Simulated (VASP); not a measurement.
# NbTe (Pm-3m) in VASP: further runs

The runs below take NbTe through single point, with PBE.

All numbers are computed with VASP 6.6.1; they aren't measurements. Logs are shortened: lines on timing, memory, paths and dates and some standing lists are left out, and cuts for length are marked.

### Step 1. The cell of the first run

It takes space group Pm-3m (No. 221, cubic). Conventional cell: a = 3.426 Å, b = 3.426 Å, c = 3.426 Å, α = 90.00°, β = 90.00°, γ = 90.00°. Nb (site symmetry m-3m) has 8 Te at 2.97 Å and 6 Nb at 3.43 Å within 3.9 Å. Te (site symmetry m-3m) has 8 Nb at 2.97 Å and 6 Te at 3.43 Å within 3.9 Å.

### Step 2. Single point, PBE

INCAR reads:

```
SYSTEM = NbTe
ALGO     = Normal         ! electronic algorithm
EDIFF    = 1E-6           ! SCF threshold, eV
ENCUT    = 520            ! plane-wave cutoff, eV
GGA      = PE             ! functional
ISIF     = 2              ! what is computed and relaxed
ISMEAR   = 0              ! smearing method
LASPH    = .True.         ! aspherical terms in the spheres
LCHARG   = .True.         ! write CHGCAR
LELF     = .True.         ! ELF
LREAL    = .False.        ! projectors in reciprocal space
LVHAR    = .True.       
LWAVE    = .False.        ! write WAVECAR
NBANDS   = 16             ! bands
NELM     = 60             ! most SCF steps
PREC     = Accurate       ! precision mode
SIGMA    = 0.02           ! smearing width, eV
```

KPOINTS reads:

```
k-points
0
Gamma
  8 8 8
  0 0 0
```

POSCAR reads:

```
NbTe
1.0
    3.4257000000      0.0000000000      0.0000000000
    0.0000000000      3.4257000000      0.0000000000
    0.0000000000      0.0000000000      3.4257000000
Nb Te
1 1
Direct
    0.5000000000      0.5000000000      0.5000000000
    0.0000000000      0.0000000000      0.0000000000
```

Potentials or basis: VASP PAW PBE potentials, release 64 (Nb_sv, Te).

On the command line:

```
$ cat potpaw_PBE.64/Nb_sv/POTCAR potpaw_PBE.64/Te/POTCAR > POTCAR
$ mpirun -np 1 vasp_std > vasp.out
```

OUTCAR:

```text
SYSTEM = NbTe
   EDIFF = 1E-6
   ENCUT = 520
   GGA = PE
   ISIF = 2
   ISMEAR = 0
   LASPH = .True.
   LREAL = .False.
   NELM = 60
   PREC = Accurate

 ion  position               nearest neighbor table
   1  0.500  0.500  0.500-   2 2.97   2 2.97   2 2.97   2 2.97   2 2.97   2 2.97   2 2.97   2 2.97

   2  0.000  0.000  0.000-   1 2.97   1 2.97   1 2.97   1 2.97   1 2.97   1 2.97   1 2.97   1 2.97

  LATTYP: Found a simple cubic cell.
 ALAT       =     3.4257000000

  Lattice vectors:

 A1 = (   3.4257000000,   0.0000000000,   0.0000000000)
 A2 = (   0.0000000000,   3.4257000000,   0.0000000000)
 A3 = (   0.0000000000,   0.0000000000,   3.4257000000)

Analysis of symmetry for initial positions (statically):
=====================================================================
 Subroutine PRICEL returns:
 Original cell was already a primitive cell.

 Routine SETGRP: Setting up the symmetry group for a
 simple cubic supercell.

 Subroutine GETGRP returns: Found 48 space group operations
 (whereof 48 operations were pure point group operations)
 out of a pool of 48 trial point group operations.

The static configuration has the point symmetry O_h .

Analysis of symmetry for dynamics (positions and initial velocities):
=====================================================================
 Subroutine PRICEL returns:
 Original cell was already a primitive cell.

 Routine SETGRP: Setting up the symmetry group for a
 simple cubic supercell.

 Subroutine GETGRP returns: Found 48 space group operations
 (whereof 48 operations were pure point group operations)
 out of a pool of 48 trial point group operations.

The dynamic configuration has the point symmetry O_h .

 Subroutine INISYM returns: Found 48 space group operations
 (whereof 48 operations are pure point group operations),
 and found     1 'primitive' translations

----------------------------------------------------------------------------------------

                                     Primitive cell

  volume of cell :      40.2020

  direct lattice vectors                    reciprocal lattice vectors
     3.425700000  0.000000000  0.000000000     0.291911142  0.000000000  0.000000000
     0.000000000  3.425700000  0.000000000     0.000000000  0.291911142  0.000000000
     0.000000000  0.000000000  3.425700000     0.000000000  0.000000000  0.291911142

  length of vectors
     3.425700000  3.425700000  3.425700000     0.291911142  0.291911142  0.291911142

  position of ions in fractional coordinates (direct lattice)
     0.500000000  0.500000000  0.500000000
     0.000000000  0.000000000  0.000000000

  ion indices of the primitive-cell ions
[... 79 lines left out ...]
   IBRION =     -1    ionic relax: 0-MD 1-quasi-New 2-CG
   NFREE  =      0    steps in history (QN), initial steepest desc. (CG)
   ISIF   =      2    stress and relaxation
   ISYM   =      2    0-nonsym 1-usesym 2-fastsym
   POTIM  = 0.5000    time-step for ionic-motion
   TEBEG  =    0.0;   TEEND  =   0.0 temperature during run
   PSTRESS=    0.0 pullay stress
   NELECT =      19.0000    total number of electrons
   NUPDOWN=      -1.0000    fix difference up-down
   EMIN   =  10.00;   EMAX   =-10.00  energy-range for DOS
   EFERMI =   0.00;   METHOD = LEGACY
   ISMEAR =     0;   SIGMA  =   0.02  broadening in eV -4-tet -1-fermi 0-gaus
   EFERMI_NEDOS =   21; number of points for ismear=-14 and -15
   IALGO  =     38    algorithm
   IMIX   =      4    mixing-type and parameters
     AMIX     =   0.40;   BMIX     =  1.00
     AMIX_MAG =   1.60;   BMIX_MAG =  1.00
  volume/ion in A,a.u.               =      20.10       135.65
  Fermi-wavevector in a.u.,A,eV,Ry     =   1.275195  2.409770 22.124747  1.626123
  Thomas-Fermi vector in A             =   2.407921
   LORBIT       =      0    0 simple, 1 ext, 2 COOP (PROOUT), +10 PAW based schemes
   GGA     = PE    functional components
   LHFCALC =     F    Hartree Fock is set to
   AEXX    =    0.0000 exact exchange contribution
   IVDW    =     0    specifies the selected vdW correction
   LEPSILON=     F    determine dielectric tensor
   LRPA    =     F    only Hartree local field effects (RPA)
 non-spin polarized calculation
 Gauss-broadening in eV      SIGMA  =   0.02
  energy-cutoff  :      520.00
  volume of cell :       40.20
 maximum number of plane-waves:      1108
 NGX is ok and might be reduce to    28
   NGX = 13   NGY = 13   NGZ = 13

 number of electron      18.9999999 magnetization

 Free energy of the ion-electron system (eV)
  ---------------------------------------------------
  ext. energy  EPLUGINS =         0.00000000
  ---------------------------------------------------
  free energy    TOTEN  =       -13.48730330 eV

  energy without entropy =      -13.48684144  energy(sigma->0) =      -13.48707237

 E-fermi :  12.0644     XC(G=0): -11.8082

 val. band max:       12.0515600763   @ k =   0.2500   0.1250   0.1250
 cond. band min:      12.0744957287   @ k =   0.2500   0.0000   0.0000
 fundamental gap:      0.0229356524
 Fermi energy:        12.0644016221

 k-point     1 :       0.0000    0.0000    0.0000
  band No.  band energies     occupation
      1     -43.2015      2.00000
      2     -19.2138      2.00000
      3     -19.2138      2.00000
      4     -19.2138      2.00000
      5      -2.3069      2.00000
      6       9.4119      2.00000
[... 433 lines left out ...]
      3     -19.3476      2.00000
      4     -19.2057      2.00000
      5       0.0688      2.00000
      6       5.9924      2.00000
[... 8 lines left out ...]
     15      19.5859      0.00000
     16      20.3487      0.00000

 [... further k-points ...]

------------------------ aborting loop because EDIFF is reached ----------------------------------------

  FORCE on cell =-STRESS in cart. coord.  units (eV):
  Direction    XX          YY          ZZ          XY          YZ          ZX
  --------------------------------------------------------------------------------------
  -------------------------------------------------------------------------------------
  Total       -0.0768497     -0.0768497     -0.0768497     -0.0000000     -0.0000000      0.0000000
  in kB       -3.0627027     -3.0627027     -3.0627027     -0.0000000     -0.0000000      0.0000000
  external PRESSURE =      -3.0627027 kB  Pullay stress =       0.0000000 kB

 VOLUME and BASIS-vectors are now :
 -----------------------------------------------------------------------------
  energy-cutoff  :      520.00
  volume of cell :       40.20
      direct lattice vectors                 reciprocal lattice vectors
     3.425700000  0.000000000  0.000000000     0.291911142  0.000000000  0.000000000
     0.000000000  3.425700000  0.000000000     0.000000000  0.291911142  0.000000000
     0.000000000  0.000000000  3.425700000     0.000000000  0.000000000  0.291911142

 POSITION                                       TOTAL-FORCE (eV/Angst)
 -----------------------------------------------------------------------------------
      1.71285      1.71285      1.71285         0.000000      0.000000      0.000000
      0.00000      0.00000      0.00000         0.000000      0.000000      0.000000
 -----------------------------------------------------------------------------------
    total drift:                                0.000000      0.000000      0.000000

  FREE ENERGIE OF THE ION-ELECTRON SYSTEM (eV)
  ---------------------------------------------------
  free  energy   TOTEN  =       -13.4873032969 eV

  energy  without entropy=      -13.4868414447  energy(sigma->0) =      -13.48707237
```

It took 44 s on 1 thread of Intel Xeon 8259CL, shared host; peak memory 0.17 GiB.

What came out:

- Free energy: -13.4873 eV
- Pressure: -0.3 GPa

Levels at points of the mesh, in eV from the Fermi level:
```tsv
k point	band 5	band 6	band 7	band 8	band 9	band 10	band 11	band 12	band 13	band 14
(0.00, 0.00, 0.00)	-14.37	-2.65	-2.65	-1.20	-1.20	-1.20	1.06	1.06	1.06	3.56
(0.50, 0.00, 0.00)	-12.63	-7.81	-2.80	-2.80	-1.90	1.22	2.28	4.52	4.79	4.79
(0.50, 0.50, 0.00)	-12.05	-5.54	-5.54	-2.61	-0.35	-0.35	0.61	1.21	2.50	4.05
(0.50, 0.50, 0.50)	-10.29	-6.42	-6.42	-6.42	2.06	2.06	2.06	2.61	2.61	4.83
```

Caveat: spin-orbit coupling is left out, which moves the levels of the heavy elements.

### Step 3. Single point, PBE

INCAR reads:

```
SYSTEM = NbTe
PREC = Accurate ; ENCUT = 520
EDIFF = 1E-6 ; ISMEAR = 0
SIGMA = 0.020999999999999998 ; LREAL = .False.
LASPH = .True. ; NELM = 60
ALGO = Normal ; ISIF = 2
LWAVE = .False. ; LCHARG = .False.
GGA = PE ; NBANDS = 16
```

KPOINTS reads:

```
Automatic mesh
0
Gamma
  8 8 8
  0 0 0
```

POSCAR is that of step 2.

Potentials or basis: VASP PAW PBE potentials, release 64 (Nb_sv, Te).

On the command line:

```
$ cat potpaw_PBE.64/Nb_sv/POTCAR potpaw_PBE.64/Te/POTCAR > POTCAR
$ mpirun -np 1 vasp_std > vasp.out
```

It took 38 s on 1 thread of Intel Xeon 8259CL, shared host; peak memory 0.17 GiB.

Results (log left out):

| Property | Result |
| --- | --- |
| Free energy | -13.4873 eV |
| Pressure | -0.3 GPa |

Levels at points of the mesh, in eV from the Fermi level:
```
           k point  band 7  band 8  band 9  band 10  band 11  band 12
(0.00, 0.00, 0.00)   -2.65   -1.20   -1.20    -1.20     1.06     1.06
(0.50, 0.00, 0.00)   -2.80   -2.80   -1.90     1.22     2.28     4.52
(0.50, 0.50, 0.00)   -5.54   -2.61   -0.35    -0.35     0.61     1.21
(0.50, 0.50, 0.50)   -6.42   -6.42    2.06     2.06     2.06     2.61
```

Caveat: spin-orbit coupling is left out, which moves the levels of the heavy elements.

### Step 4. Single point, PBE

INCAR reads:

```
PREC     = Accurate       # precision mode
ENCUT    = 520            # plane-wave cutoff, eV
EDIFF    = 1E-7           # SCF threshold, eV
ISMEAR   = 0              # smearing method
SIGMA    = 0.022          # smearing width, eV
LREAL    = F              # projectors in reciprocal space
LASPH    = T              # aspherical terms in the spheres
NELM     = 80             # most SCF steps
ALGO     = Normal         # electronic algorithm
ISIF     = 2              # what is computed and relaxed
LWAVE    = F              # write WAVECAR
LCHARG   = T              # write CHGCAR
GGA      = PE             # functional
LELF     = T              # ELF
LVHAR    = T            
NBANDS   = 16             # bands
```

KPOINTS reads:

```
regular mesh
0
Gamma
  8 8 8
```

POSCAR is that of step 3.

On the command line:

```
$ cat potpaw_PBE.64/Nb_sv/POTCAR potpaw_PBE.64/Te/POTCAR > POTCAR
$ mpirun -np 1 vasp_std > vasp.out
```

Wall time 46 s (1 thread of Intel Xeon 8259CL, shared host); peak memory 0.17 GiB.

The run converged. Its results:

| Property | Result |
| --- | --- |
| Free energy | -13.4874 eV |
| Pressure | -0.3 GPa |

Levels at points of the mesh, in eV from the Fermi level:
```csv
k point,band 6,band 7,band 8,band 9,band 10,band 11,band 12,band 13
"(0.00, 0.00, 0.00)",-2.65,-2.65,-1.20,-1.20,-1.20,1.06,1.06,1.06
"(0.50, 0.00, 0.00)",-7.81,-2.80,-2.80,-1.90,1.22,2.28,4.52,4.79
"(0.50, 0.50, 0.00)",-5.54,-5.54,-2.61,-0.35,-0.35,0.61,1.21,2.50
"(0.50, 0.50, 0.50)",-6.42,-6.42,-6.42,2.06,2.06,2.06,2.61,2.61
```

Caveat: spin-orbit coupling is left out, which moves the levels of the heavy elements.

### Step 5. Single point, PBE

INCAR reads:

```
PREC = Accurate
ENCUT = 520
EDIFF = 1E-6
ISMEAR = 0
SIGMA = 0.023
LREAL = False
LASPH = True
NELM = 100
ALGO = Normal
ISIF = 2
LWAVE = False
LCHARG = True
GGA = PE
LELF = True
LVHAR = True
NBANDS = 16
```

KPOINTS reads:

```
Automatic mesh
0
Gamma
  8 8 8
```

POSCAR is that of step 4.

On the command line:

```
$ cat potpaw_PBE.64/Nb_sv/POTCAR potpaw_PBE.64/Te/POTCAR > POTCAR
$ mpirun -np 1 vasp_std > vasp.out
```

It took 40 s on 1 thread of Intel Xeon 8259CL, shared host; peak memory 0.17 GiB.

The run converged. Its results:

```yaml
Free_energy: -13.4874 eV
Pressure: -0.3 GPa
```

Levels at points of the mesh, in eV from the Fermi level:
| k point | band 6 | band 7 | band 8 | band 9 | band 10 | band 11 | band 12 | band 13 |
| --- | --- | --- | --- | --- | --- | --- | --- | --- |
| (0.00, 0.00, 0.00) | -2.65 | -2.65 | -1.20 | -1.20 | -1.20 | 1.06 | 1.06 | 1.06 |
| (0.50, 0.00, 0.00) | -7.81 | -2.80 | -2.80 | -1.90 | 1.22 | 2.28 | 4.52 | 4.79 |
| (0.50, 0.50, 0.00) | -5.54 | -5.54 | -2.61 | -0.35 | -0.35 | 0.61 | 1.21 | 2.50 |
| (0.50, 0.50, 0.50) | -6.42 | -6.42 | -6.42 | 2.06 | 2.06 | 2.06 | 2.61 | 2.61 |

Caveat: spin-orbit coupling is left out, which moves the levels of the heavy elements.

### Step 6. Summary

| smearing | gap on the mesh (eV) | pressure (GPa) |
| --- | --- | --- |
| gaussian 0.02 eV | none | -0.3 |
| gaussian 0.021 eV | none | -0.3 |
| gaussian 0.022 eV | none | -0.3 |
| gaussian 0.023 eV | none | -0.3 |

Alike in all rows: task single point; level PBE; potentials or basis VASP PAW PBE potentials, release 64 (Nb_sv, Te); no spin polarisation; cell as given; k mesh 8 × 8 × 8; cutoff (eV) 520.

Every run on the cell as given and a fine mesh finds a metal.

Caveats: spin-orbit coupling is left out, which moves the levels of the heavy elements.

Total energies depend on the potentials used, so only differences within one code and one set of settings carry meaning.
